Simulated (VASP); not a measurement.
# CdSe (Cadmoselite) (P6_3mc) in VASP: single point with PBEsol

Aim: the single point of CdSe (Cadmoselite) with PBEsol.

Program: VASP 6.6.1. These are calculated values, not measurements. Logs are shortened: lines on timing, memory, paths and dates and some standing lists are left out, and cuts for length are marked.

### Step 1. The cell of the first run

The structure is hexagonal, space group P6_3mc (No. 186). Conventional cell: a = 4.301 Å, b = 4.301 Å, c = 7.023 Å, α = 90.00°, β = 90.00°, γ = 120.00°. Within 3.5 Å of Cd (site symmetry 3m) lie 4 Se at 2.63 to 2.64 Å. Within 3.5 Å of Se (site symmetry 3m) lie 4 Cd at 2.63 to 2.64 Å.

### Step 2. Single point, PBEsol

INCAR reads:

```
  PREC = Accurate
  ENCUT = 520
  EDIFF = 1E-6
  ISMEAR = -1
  SIGMA = 0.1
  LREAL = False
  LASPH = True
  NELM = 80
  ALGO = Normal
  ISIF = 2
  LWAVE = False
  LCHARG = False
  GGA = PS
  NBANDS = 26
```

KPOINTS reads:

```
Automatic mesh
0
Gamma
  12 12 6
```

POSCAR reads:

```
CdSe
1.0
    4.3009470474      0.0000000000      0.0000000000
   -2.1504735237      3.7247294034      0.0000000000
    0.0000000000      0.0000000000      7.0226242945
Cd Se
2 2
Direct
    0.3333333333      0.6666666667      0.0047046097
    0.6666666667      0.3333333333      0.5047046097
    0.3333333333      0.6666666667      0.3802953903
    0.6666666667      0.3333333333      0.8802953903
```

Potentials or basis: VASP PAW PBE potentials, release 64 (Cd, Se).

Command:

```sh
$ cat potpaw_PBE.64/Cd/POTCAR potpaw_PBE.64/Se/POTCAR > POTCAR
$ mpirun -np 1 vasp_std > vasp.out
```

OUTCAR:

```text
PREC = Accurate
   ENCUT = 520
   EDIFF = 1E-6
   ISMEAR = -1
   LREAL = False
   LASPH = True
   NELM = 80
   ISIF = 2
   GGA = PS

 ion  position               nearest neighbor table
   1  0.333  0.667  0.005-   4 2.63   4 2.63   4 2.63   3 2.64
   2  0.667  0.333  0.505-   3 2.63   3 2.63   3 2.63   4 2.64
   3  0.333  0.667  0.380-   2 2.63   2 2.63   2 2.63   1 2.64
   4  0.667  0.333  0.880-   1 2.63   1 2.63   1 2.63   2 2.64

  LATTYP: Found a hexagonal cell.
 ALAT       =     4.3009470474
 C/A-ratio  =     1.6328088249

  Lattice vectors:

 A1 = (   4.3009470474,   0.0000000000,   0.0000000000)
 A2 = (  -2.1504735237,   3.7247294034,   0.0000000000)
 A3 = (   0.0000000000,   0.0000000000,   7.0226242945)

Analysis of symmetry for initial positions (statically):
=====================================================================
 Subroutine PRICEL returns:
 Original cell was already a primitive cell.

 Routine SETGRP: Setting up the symmetry group for a
 hexagonal supercell.

 Subroutine GETGRP returns: Found 12 space group operations
 (whereof  6 operations were pure point group operations)
 out of a pool of 24 trial point group operations.

The static configuration has the point symmetry C_3v.
 The point group associated with its full space group is C_6v.

Analysis of symmetry for dynamics (positions and initial velocities):
=====================================================================
 Subroutine PRICEL returns:
 Original cell was already a primitive cell.

 Routine SETGRP: Setting up the symmetry group for a
 hexagonal supercell.

 Subroutine GETGRP returns: Found 12 space group operations
 (whereof  6 operations were pure point group operations)
 out of a pool of 24 trial point group operations.

The dynamic configuration has the point symmetry C_3v.
 The point group associated with its full space group is C_6v.

 Subroutine INISYM returns: Found 12 space group operations
 (whereof  6 operations are pure point group operations),
 and found     1 'primitive' translations

----------------------------------------------------------------------------------------

                                     Primitive cell

  volume of cell :     112.5015

  direct lattice vectors                    reciprocal lattice vectors
     4.300947047  0.000000000  0.000000000     0.232506931  0.134237939  0.000000000
    -2.150473524  3.724729403  0.000000000     0.000000000  0.268475879  0.000000000
     0.000000000  0.000000000  7.022624294     0.000000000  0.000000000  0.142396910

  length of vectors
     4.300947047  4.300947047  7.022624294     0.268475879  0.268475879  0.142396910

  position of ions in fractional coordinates (direct lattice)
     0.333333333  0.666666667  0.004704610
     0.666666667  0.333333333  0.504704610
     0.333333333  0.666666667  0.380295390
     0.666666667  0.333333333  0.880295390

  ion indices of the primitive-cell ions
   primitive index   ion index
                 1           1
                 2           2
                 3           3
                 4           4

----------------------------------------------------------------------------------------

 KPOINTS: Automatic mesh

Automatic generation of k-mesh.
 Grid dimensions read from file:
 generate k-points for:   12   12    6

 Generating k-lattice:

  Cartesian coordinates                     Fractional coordinates (reciprocal lattice)
     0.019375578  0.011186495  0.000000000     0.083333333  0.000000000  0.000000000
     0.000000000  0.022372990  0.000000000     0.000000000  0.083333333  0.000000000
     0.000000000  0.000000000  0.023732818     0.000000000  0.000000000  0.166666667

  Length of vectors
     0.022372990  0.022372990  0.023732818

  Shift w.r.t. Gamma in fractional coordinates (k-lattice)
     0.000000000  0.000000000  0.000000000

 Subroutine IBZKPT returns following result:
 ===========================================

 Found     76 irreducible k-points:

 Following reciprocal coordinates:
            Coordinates               Weight
  0.000000  0.000000  0.000000      1.000000
  0.083333  0.000000  0.000000      6.000000
  0.166667  0.000000  0.000000      6.000000
  0.250000 -0.000000  0.000000      6.000000
  0.333333  0.000000  0.000000      6.000000
  0.416667  0.000000  0.000000      6.000000
[... 16 lines left out ...]
  0.250000 -0.000000  0.166667     12.000000
  0.333333  0.000000  0.166667     12.000000
 [... further k-points ...]
   k-points           NKPTS =     76   k-points in BZ     NKDIM =     76   number of bands    NBANDS=     26
   number of dos      NEDOS =    301   number of ions     NIONS =      4
   total plane-waves  NPLWV =  55296
   dimension x,y,z NGX =    32 NGY =   32 NGZ =   54
   dimension x,y,z NGXF=    64 NGYF=   64 NGZF=  108
   ions per type =               2   2
   NGX,Y,Z   is equivalent  to a cutoff of  12.37, 12.37, 12.78 a.u.
   NGXF,Y,Z  is equivalent  to a cutoff of  24.74, 24.74, 25.57 a.u.
 SYSTEM =  unknown system
   PREC   = accura    normal or accurate (medium, high low for compatibility)
   ISTART =      0    job   : 0-new  1-cont  2-samecut
   ICHARG =      2    charge: 1-file 2-atom 10-const
   ISPIN  =      1    spin polarized calculation?
   LNONCOLLINEAR =      F non collinear calculations
   LSORBIT =      F    spin-orbit coupling
   LASPH  =      T    aspherical Exc in radial PAW
   ENCUT  =  520.0 eV  38.22 Ry    6.18 a.u.   8.00  8.00 13.06*2*pi/ulx,y,z
   NELM   =     80;   NELMIN=  2; NELMDL= -5     # of ELM steps
   EDIFF  = 0.1E-05   stopping-criterion for ELM
   LREAL  =      F    real-space projection
   EDIFFG = 0.1E-04   stopping-criterion for IOM
   NSW    =      0    number of steps for IOM
   IBRION =     -1    ionic relax: 0-MD 1-quasi-New 2-CG
   NFREE  =      0    steps in history (QN), initial steepest desc. (CG)
   ISIF   =      2    stress and relaxation
   ISYM   =      2    0-nonsym 1-usesym 2-fastsym
   POTIM  = 0.5000    time-step for ionic-motion
   TEBEG  =    0.0;   TEEND  =   0.0 temperature during run
   PSTRESS=    0.0 pullay stress
   NELECT =      36.0000    total number of electrons
   NUPDOWN=      -1.0000    fix difference up-down
   EMIN   =  10.00;   EMAX   =-10.00  energy-range for DOS
   EFERMI =   0.00;   METHOD = LEGACY
   ISMEAR =    -1;   SIGMA  =   0.10  broadening in eV -4-tet -1-fermi 0-gaus
   EFERMI_NEDOS =   21; number of points for ismear=-14 and -15
   IALGO  =     38    algorithm
   IMIX   =      4    mixing-type and parameters
     AMIX     =   0.40;   BMIX     =  1.00
     AMIX_MAG =   1.60;   BMIX_MAG =  1.00
  volume/ion in A,a.u.               =      28.13       189.80
  Fermi-wavevector in a.u.,A,eV,Ry     =   1.119755  2.116030 17.059674  1.253851
  Thomas-Fermi vector in A             =   2.256396
   LORBIT       =      0    0 simple, 1 ext, 2 COOP (PROOUT), +10 PAW based schemes
   GGA     = PS    functional components
   LHFCALC =     F    Hartree Fock is set to
   AEXX    =    0.0000 exact exchange contribution
   IVDW    =     0    specifies the selected vdW correction
   LEPSILON=     F    determine dielectric tensor
   LRPA    =     F    only Hartree local field effects (RPA)
 non-spin polarized calculation
  energy-cutoff  :      520.00
  volume of cell :      112.50
 maximum number of plane-waves:      3054
 NGX is ok and might be reduce to    32
   NGX = 15   NGY = 15   NGZ = 27

 number of electron      35.9999992 magnetization

 Free energy of the ion-electron system (eV)
  ---------------------------------------------------
  ext. energy  EPLUGINS =         0.00000000
  ---------------------------------------------------
  free energy    TOTEN  =       -12.35237434 eV

  energy without entropy =      -12.35175441  energy(sigma->0) =      -12.35206437

 E-fermi :   1.2645     XC(G=0):  -9.0923

 val. band max:        0.8180973235   @ k =   0.0000   0.0000   0.0000
 cond. band min:       1.3581793213   @ k =   0.0000   0.0000   0.0000
 fundamental gap:      0.5400819979
 Fermi energy:         1.2645130995

 k-point     1 :       0.0000    0.0000    0.0000
  band No.  band energies     occupation
      1     -11.8150      2.00000
      2     -11.4299      2.00000
      3      -7.0901      2.00000
      4      -7.0828      2.00000
      5      -7.0828      2.00000
      6      -7.0142      2.00000
[... 18 lines left out ...]
     25       7.7696      0.00000
     26       8.3979      0.00000

 k-point     2 :       0.0833    0.0000    0.0000
  band No.  band energies     occupation
      1     -11.7928      2.00000
      2     -11.4195      2.00000
      3      -7.0839      2.00000
      4      -7.0747      2.00000
      5      -7.0663      2.00000
      6      -7.0048      2.00000
[... 18 lines left out ...]
     25       7.9373      0.00000
     26       8.2627      0.00000

 k-point     3 :       0.1667    0.0000    0.0000
  band No.  band energies     occupation
      1     -11.7308      2.00000
      2     -11.3921      2.00000
      3      -7.0640      2.00000
      4      -7.0537      2.00000
      5      -7.0201      2.00000
      6      -6.9753      2.00000
[... 18 lines left out ...]
     25       7.9558      0.00000
     26       8.3991      0.00000

 k-point     4 :       0.2500   -0.0000    0.0000
  band No.  band energies     occupation
      1     -11.6422      2.00000
      2     -11.3575      2.00000
      3      -7.0396      2.00000
      4      -7.0284      2.00000
      5      -6.9549      2.00000
      6      -6.9313      2.00000
[... 18 lines left out ...]
     25       8.1697      0.00000
     26       8.6792      0.00000

 k-point     5 :       0.3333    0.0000    0.0000
  band No.  band energies     occupation
      1     -11.5469      2.00000
      2     -11.3284      2.00000
      3      -7.0195      2.00000
      4      -7.0080      2.00000
      5      -6.9042      2.00000
      6      -6.8906      2.00000
[... 18 lines left out ...]
     25       8.5394      0.00000
     26       8.9654      0.00000

 k-point     6 :       0.4167    0.0000    0.0000
  band No.  band energies     occupation
      1     -11.4689      2.00000
      2     -11.3148      2.00000
      3      -7.0082      2.00000
      4      -6.9966      2.00000
      5      -6.8647      2.00000
      6      -6.8621      2.00000
[... 427 lines left out ...]
 k-point    21 :       0.0833    0.0000    0.1667
  band No.  band energies     occupation
      1     -11.7677      2.00000
      2     -11.4440      2.00000
      3      -7.0743      2.00000
      4      -7.0710      2.00000
      5      -7.0556      2.00000
      6      -7.0105      2.00000
[... 18 lines left out ...]
     25       7.7942      0.00000
     26       8.1435      0.00000

 k-point    22 :       0.1667    0.0000    0.1667
  band No.  band energies     occupation
      1     -11.7076      2.00000
      2     -11.4140      2.00000
      3      -7.0563      2.00000
      4      -7.0491      2.00000
      5      -7.0114      2.00000
      6      -6.9791      2.00000
[... 18 lines left out ...]
     25       8.1155      0.00000
     26       8.2486      0.00000

 k-point    23 :       0.2500   -0.0000    0.1667
  band No.  band energies     occupation
      1     -11.6222      2.00000
      2     -11.3754      2.00000
      3      -7.0344      2.00000
      4      -7.0223      2.00000
      5      -6.9588      2.00000
      6      -6.9381      2.00000
[... 18 lines left out ...]
     25       8.2221      0.00000
     26       8.8972      0.00000

 k-point    24 :       0.3333    0.0000    0.1667
  band No.  band energies     occupation
      1     -11.5310      2.00000
      2     -11.3415      2.00000
      3      -7.0171      2.00000
      4      -7.0001      2.00000
      5      -6.9168      2.00000
      6      -6.8981      2.00000
[... 18 lines left out ...]
     25       8.3756      0.00000
     26       9.1534      0.00000

 [... further k-points ...]
[... 5 lines left out ...]
  --------------------------------------------------------------------------------------
  -------------------------------------------------------------------------------------
  Total        0.2482916      0.2482916      0.2444771      0.0000000      0.0000000      0.0000000
  in kB        3.5360169      3.5360169      3.4816940      0.0000000      0.0000000      0.0000000
  external PRESSURE =       3.5179093 kB  Pullay stress =       0.0000000 kB

 VOLUME and BASIS-vectors are now :
 -----------------------------------------------------------------------------
  energy-cutoff  :      520.00
  volume of cell :      112.50
      direct lattice vectors                 reciprocal lattice vectors
     4.300947047  0.000000000  0.000000000     0.232506931  0.134237939  0.000000000
    -2.150473524  3.724729403  0.000000000     0.000000000  0.268475879  0.000000000
     0.000000000  0.000000000  7.022624294     0.000000000  0.000000000  0.142396910

 POSITION                                       TOTAL-FORCE (eV/Angst)
 -----------------------------------------------------------------------------------
     -0.00000      2.48315      0.03304        -0.000000      0.000000      0.000508
      2.15047      1.24158      3.54435         0.000000     -0.000000      0.000508
     -0.00000      2.48315      2.67067         0.000000      0.000000     -0.000508
      2.15047      1.24158      6.18198        -0.000000     -0.000000     -0.000508
 -----------------------------------------------------------------------------------
    total drift:                               -0.000000     -0.000000      0.000182

  FREE ENERGIE OF THE ION-ELECTRON SYSTEM (eV)
  ---------------------------------------------------
  free  energy   TOTEN  =       -12.3523743352 eV

  energy  without entropy=      -12.3517544106  energy(sigma->0) =      -12.35206437
```

Run time: 64 s. Hardware: 1 thread of Intel Xeon 6975P-C (Granite Rapids), shared host; peak memory 0.35 GiB.

What came out:

```
Free energy            : -12.3524 eV
Pressure               : 0.4 GPa
Band gap on the k mesh : 0.54 eV, direct
```

Caveat: the PAW data sets were made with another functional, which shifts forces and pressure a little. As with any semilocal functional, this PBEsol gap is likely too small.
